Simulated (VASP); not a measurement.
# Ta4N (P6/mmm) in VASP: single point with PBE

Aim: the single point of Ta4N with PBE.

All numbers are computed with VASP 6.6.1; they aren't measurements. Logs are shortened: lines on timing, memory, paths and dates and some standing lists are left out, and cuts for length are marked.

**1. The cell of the first run**

It takes space group P6/mmm (No. 191, hexagonal). The conventional cell has a = 5.258 Å, b = 5.258 Å, c = 3.876 Å, α = 90.00°, β = 90.00°, γ = 120.00°. Ta (site symmetry mmm) has 2 N at 2.63 Å and 8 Ta at 2.63 to 3.27 Å within 3.5 Å. Within 2.6 Å of Ta (site symmetry 6/mmm) lie 2 N at 1.94 Å. N (site symmetry 6/mmm) has 8 Ta at 1.94 to 2.63 Å within 2.7 Å.

**2. Single point, PBE**

File POSCAR:

```
Ta4N
1.0
    5.2577145932      0.0000000000      0.0000000000
   -2.6288572966      4.5533144036      0.0000000000
    0.0000000000      0.0000000000      3.8755300671
Ta N
4 1
Direct
    0.5000000000      0.0000000000      0.0000000000
    0.0000000000      0.5000000000      0.0000000000
    0.5000000000      0.5000000000      0.0000000000
    0.0000000000      0.0000000000      0.5000000000
    0.0000000000      0.0000000000      0.0000000000
```

File INCAR.step1:

```
SYSTEM = Ta4N
PREC = Accurate
ENCUT = 520
EDIFF = 1E-6
ISMEAR = 0
SIGMA = 0.1
LREAL = .FALSE.
LASPH = .TRUE.
NELM = 100
ALGO = Normal
ISIF = 2
LWAVE = .FALSE.
LCHARG = .TRUE.
LMAXMIX = 4
GGA = PE
NBANDS = 32
```

File KPOINTS.step1:

```
regular mesh
0
G
  12 12 10
  0 0 0
```

File INCAR.step2:

```
SYSTEM = Ta4N
PREC = Accurate
ENCUT = 520
EDIFF = 1E-6
ISMEAR = -5
SIGMA = 0.1
LREAL = .FALSE.
LASPH = .TRUE.
NELM = 100
ALGO = Normal
ISIF = 2
LWAVE = .FALSE.
LCHARG = .FALSE.
LMAXMIX = 4
GGA = PE
LORBIT = 11
NEDOS = 2001
ICHARG = 11
```

File KPOINTS.step2:

```
regular mesh
0
G
  18 18 15
  0 0 0
```

Potentials or basis: VASP PAW PBE potentials, release 64 (Ta_pv, N).

Command:

```bash
$ cat potpaw_PBE.64/Ta_pv/POTCAR potpaw_PBE.64/N/POTCAR > POTCAR
$ cp INCAR.step1 INCAR
$ cp KPOINTS.step1 KPOINTS
$ mpirun -np 1 vasp_std > vasp.out
$ cp INCAR.step2 INCAR
$ cp KPOINTS.step2 KPOINTS
$ mpirun -np 1 vasp_std > vasp.out
```

OUTCAR:

```text
SYSTEM = Ta4N
   PREC = Accurate
   ENCUT = 520
   EDIFF = 1E-6
   ISMEAR = -5
   LREAL = .FALSE.
   LASPH = .TRUE.
   NELM = 100
   ISIF = 2
   GGA = PE
   LORBIT = 11
   ICHARG = 11

 ion  position               nearest neighbor table
   1  0.500  0.000  0.000-   5 2.63   5 2.63   2 2.63   3 2.63   3 2.63   2 2.63   4 3.27   4 3.27
                             4 3.27   4 3.27
   2  0.000  0.500  0.000-   3 2.63   3 2.63   5 2.63   5 2.63   1 2.63   1 2.63   4 3.27   4 3.27
                             4 3.27   4 3.27
   3  0.500  0.500  0.000-   2 2.63   2 2.63   5 2.63   1 2.63   1 2.63   5 2.63   4 3.27   4 3.27
                             4 3.27   4 3.27
   4  0.000  0.000  0.500-   5 1.94   5 1.94   1 3.27   1 3.27   1 3.27   1 3.27   3 3.27   2 3.27
                             2 3.27   2 3.27   3 3.27   2 3.27   3 3.27   3 3.27
   5  0.000  0.000  0.000-   4 1.94   4 1.94   1 2.63   1 2.63   3 2.63   2 2.63   2 2.63   3 2.63

  LATTYP: Found a hexagonal cell.
 ALAT       =     5.2577145932
 C/A-ratio  =     0.7371130552

  Lattice vectors:

 A1 = (   5.2577145932,   0.0000000000,   0.0000000000)
 A2 = (  -2.6288572966,   4.5533144036,   0.0000000000)
 A3 = (   0.0000000000,   0.0000000000,   3.8755300671)

Analysis of symmetry for initial positions (statically):
=====================================================================
 Subroutine PRICEL returns:
 Original cell was already a primitive cell.

 Routine SETGRP: Setting up the symmetry group for a
 hexagonal supercell.

 Subroutine GETGRP returns: Found 24 space group operations
 (whereof 24 operations were pure point group operations)
 out of a pool of 24 trial point group operations.

The static configuration has the point symmetry D_6h.

Analysis of symmetry for dynamics (positions and initial velocities):
=====================================================================
 Subroutine PRICEL returns:
 Original cell was already a primitive cell.

 Routine SETGRP: Setting up the symmetry group for a
 hexagonal supercell.

 Subroutine GETGRP returns: Found 24 space group operations
 (whereof 24 operations were pure point group operations)
 out of a pool of 24 trial point group operations.

The dynamic configuration has the point symmetry D_6h.

 Subroutine INISYM returns: Found 24 space group operations
 (whereof 24 operations are pure point group operations),
 and found     1 'primitive' translations

----------------------------------------------------------------------------------------

                                     Primitive cell

  volume of cell :      92.7803

  direct lattice vectors                    reciprocal lattice vectors
     5.257714593  0.000000000  0.000000000     0.190196707  0.109810120  0.000000000
    -2.628857297  4.553314404  0.000000000     0.000000000  0.219620240  0.000000000
     0.000000000  0.000000000  3.875530067     0.000000000  0.000000000  0.258029220

  length of vectors
     5.257714593  5.257714593  3.875530067     0.219620240  0.219620240  0.258029220

  position of ions in fractional coordinates (direct lattice)
     0.500000000  0.000000000  0.000000000
     1.000000000  0.500000000  0.000000000
     0.500000000  0.500000000  0.000000000
     0.000000000  0.000000000  0.500000000
     0.000000000  0.000000000  0.000000000

  ion indices of the primitive-cell ions
   primitive index   ion index
                 1           1
                 2           2
                 3           3
                 4           4
                 5           5

----------------------------------------------------------------------------------------

 KPOINTS: regular mesh

Automatic generation of k-mesh.
 Grid dimensions read from file:
 generate k-points for:   18   18   15

 Generating k-lattice:

  Cartesian coordinates                     Fractional coordinates (reciprocal lattice)
     0.010566484  0.006100562  0.000000000     0.055555556 -0.000000000  0.000000000
     0.000000000  0.012201124  0.000000000     0.000000000  0.055555556  0.000000000
     0.000000000  0.000000000  0.017201948     0.000000000  0.000000000  0.066666667

  Length of vectors
     0.012201124  0.012201124  0.017201948

  Shift w.r.t. Gamma in fractional coordinates (k-lattice)
     0.000000000  0.000000000  0.000000000

 TETIRR: Found   4782 inequivalent tetrahedra from    29160

 Subroutine IBZKPT returns following result:
 ===========================================

 Found    296 irreducible k-points:

 Following reciprocal coordinates:
            Coordinates               Weight
  0.000000  0.000000  0.000000      1.000000
  0.055556  0.000000  0.000000      6.000000
  0.111111  0.000000  0.000000      6.000000
  0.166667 -0.000000  0.000000      6.000000
  0.222222 -0.000000  0.000000      6.000000
  0.277778 -0.000000  0.000000      6.000000
[... 16 lines left out ...]
  0.333333  0.111111  0.000000     12.000000
  0.388889  0.111111  0.000000     12.000000
 [... further k-points ...]
   k-points           NKPTS =    296   k-points in BZ     NKDIM =    296   number of bands    NBANDS=     29
   number of dos      NEDOS =   2001   number of ions     NIONS =      5
   total plane-waves  NPLWV =  48000
   dimension x,y,z NGX =    40 NGY =   40 NGZ =   30
   dimension x,y,z NGXF=    80 NGYF=   80 NGZF=   60
   ions per type =               4   1
   NGX,Y,Z   is equivalent  to a cutoff of  12.65, 12.65, 12.87 a.u.
   NGXF,Y,Z  is equivalent  to a cutoff of  25.30, 25.30, 25.74 a.u.
 SYSTEM =  Ta4N
   PREC   = accura    normal or accurate (medium, high low for compatibility)
   ISTART =      0    job   : 0-new  1-cont  2-samecut
   ICHARG =     11    charge: 1-file 2-atom 10-const
   ISPIN  =      1    spin polarized calculation?
   LNONCOLLINEAR =      F non collinear calculations
   LSORBIT =      F    spin-orbit coupling
   LASPH  =      T    aspherical Exc in radial PAW
   ENCUT  =  520.0 eV  38.22 Ry    6.18 a.u.   9.78  9.78  7.21*2*pi/ulx,y,z
   NELM   =    100;   NELMIN=  2; NELMDL=  0     # of ELM steps
   EDIFF  = 0.1E-05   stopping-criterion for ELM
   LREAL  =      F    real-space projection
   EDIFFG = 0.1E-04   stopping-criterion for IOM
   NSW    =      0    number of steps for IOM
   IBRION =     -1    ionic relax: 0-MD 1-quasi-New 2-CG
   NFREE  =      0    steps in history (QN), initial steepest desc. (CG)
   ISIF   =      2    stress and relaxation
   ISYM   =      2    0-nonsym 1-usesym 2-fastsym
   POTIM  = 0.5000    time-step for ionic-motion
   TEBEG  =    0.0;   TEEND  =   0.0 temperature during run
   PSTRESS=    0.0 pullay stress
   NELECT =      49.0000    total number of electrons
   NUPDOWN=      -1.0000    fix difference up-down
   EMIN   =  10.00;   EMAX   =-10.00  energy-range for DOS
   EFERMI =   0.00;   METHOD = LEGACY
   ISMEAR =    -5;   SIGMA  =   0.10  broadening in eV -4-tet -1-fermi 0-gaus
   EFERMI_NEDOS =   21; number of points for ismear=-14 and -15
   IALGO  =     38    algorithm
   IMIX   =      4    mixing-type and parameters
     AMIX     =   0.40;   BMIX     =  1.00
     AMIX_MAG =   1.60;   BMIX_MAG =  1.00
  volume/ion in A,a.u.               =      18.56       125.22
  Fermi-wavevector in a.u.,A,eV,Ry     =   1.323290  2.500655 23.825103  1.751096
  Thomas-Fermi vector in A             =   2.452909
   LORBIT       =     11    0 simple, 1 ext, 2 COOP (PROOUT), +10 PAW based schemes
   GGA     = PE    functional components
   LHFCALC =     F    Hartree Fock is set to
   AEXX    =    0.0000 exact exchange contribution
   IVDW    =     0    specifies the selected vdW correction
   LEPSILON=     F    determine dielectric tensor
   LRPA    =     F    only Hartree local field effects (RPA)
 non-spin polarized calculation
 Fermi weights with tetrahedron method with Bloechl corrections
  energy-cutoff  :      520.00
  volume of cell :       92.78
 maximum number of plane-waves:      2523
 NGX is ok and might be reduce to    40

 number of electron      48.9999998 magnetization

 Free energy of the ion-electron system (eV)
  ---------------------------------------------------
  ext. energy  EPLUGINS =         0.00000000
  ---------------------------------------------------
  free energy    TOTEN  =       -51.69549884 eV

  energy without entropy =      -51.69549884  energy(sigma->0) =      -51.69549884

 E-fermi :   4.7255     XC(G=0): -11.5895

 val. band max:        4.7971551034   @ k =   0.3333   0.2778   0.0000
 cond. band min:       4.6970024458   @ k =   0.3333   0.2222   0.2000
 fundamental gap:     -0.1001526575
 Fermi energy:         4.7254795635

 k-point     1 :       0.0000    0.0000    0.0000
  band No.  band energies     occupation
      1     -30.8656      2.00000
      2     -30.3007      2.00000
      3     -30.3007      2.00000
      4     -30.0312      2.00000
      5     -29.7354      2.00000
      6     -29.6566      2.00000
[... 21 lines left out ...]
     28       7.3887      0.00000
     29       7.3889      0.00000

 k-point     2 :       0.0556    0.0000    0.0000
  band No.  band energies     occupation
      1     -30.8543      2.00000
      2     -30.2980      2.00000
      3     -30.2928      2.00000
      4     -30.0300      2.00000
      5     -29.7347      2.00000
      6     -29.6578      2.00000
[... 21 lines left out ...]
     28       7.3630      0.00000
     29       7.4442      0.00000

 k-point     3 :       0.1111    0.0000    0.0000
  band No.  band energies     occupation
      1     -30.8211      2.00000
      2     -30.2896      2.00000
      3     -30.2694      2.00000
      4     -30.0265      2.00000
      5     -29.7328      2.00000
      6     -29.6611      2.00000
[... 638 lines left out ...]
      5     -29.7044      2.00000
      6     -29.7006      2.00000
[... 21 lines left out ...]
     28       5.9440      0.00000
     29       5.9530      0.00000

 k-point    24 :       0.3889    0.1111    0.0000
  band No.  band energies     occupation
      1     -30.4427      2.00000
      2     -30.0032      2.00000
      3     -29.9897      2.00000
      4     -29.8492      2.00000
      5     -29.7320      2.00000
      6     -29.6947      2.00000
[... 21 lines left out ...]
     28       5.7404      0.00000
     29       5.8169      0.00000

 [... further k-points ...]

------------------------ aborting loop because EDIFF is reached ----------------------------------------

  FORCE on cell =-STRESS in cart. coord.  units (eV):
  Direction    XX          YY          ZZ          XY          YZ          ZX
  --------------------------------------------------------------------------------------
  -------------------------------------------------------------------------------------
  Total       -0.0487898     -0.0487898      1.0250716      0.0000000     -0.0000000      0.0000000
  in kB       -0.8425267     -0.8425267     17.7014573      0.0000000     -0.0000000      0.0000000
  external PRESSURE =       5.3388013 kB  Pullay stress =       0.0000000 kB

 VOLUME and BASIS-vectors are now :
 -----------------------------------------------------------------------------
  energy-cutoff  :      520.00
  volume of cell :       92.78
      direct lattice vectors                 reciprocal lattice vectors
     5.257714593  0.000000000  0.000000000     0.190196707  0.109810120  0.000000000
    -2.628857297  4.553314404  0.000000000     0.000000000  0.219620240  0.000000000
     0.000000000  0.000000000  3.875530067     0.000000000  0.000000000  0.258029220

 POSITION                                       TOTAL-FORCE (eV/Angst)
 -----------------------------------------------------------------------------------
      2.62886      0.00000      0.00000        -0.000000      0.000000      0.000000
     -1.31443      2.27666      0.00000        -0.000000      0.000000      0.000000
      1.31443      2.27666      0.00000         0.000000      0.000000      0.000000
      0.00000      0.00000      1.93777        -0.000000      0.000000      0.000000
      0.00000      0.00000      0.00000        -0.000000      0.000000      0.000000
 -----------------------------------------------------------------------------------
    total drift:                               -0.000000      0.000000     -0.000000

  FREE ENERGIE OF THE ION-ELECTRON SYSTEM (eV)
  ---------------------------------------------------
  free  energy   TOTEN  =       -51.6954988358 eV

  energy  without entropy=      -51.6954988358  energy(sigma->0) =      -51.69549884

 total charge

# of ion       s       p       d       tot
------------------------------------------
    1        0.362   6.099   2.505   8.966
    2        0.362   6.099   2.505   8.966
    3        0.362   6.099   2.505   8.966
    4        0.334   6.254   2.327   8.916
    5        1.281   2.435   0.000   3.716
--------------------------------------------------
tot          2.701  26.986   9.844  39.530
```

Wall time 5.2 min (1 thread of Intel Xeon 6975P-C (Granite Rapids), shared host); peak memory 0.69 GiB.

Results:

```
Valence electrons inside the program's atomic spheres : Ta 8.97, 8.92 (each value once); N 3.72
```

Caveat: spin-orbit coupling is left out, which moves the levels of the heavy elements; tetrahedron occupations give inexact forces and stress in metals.
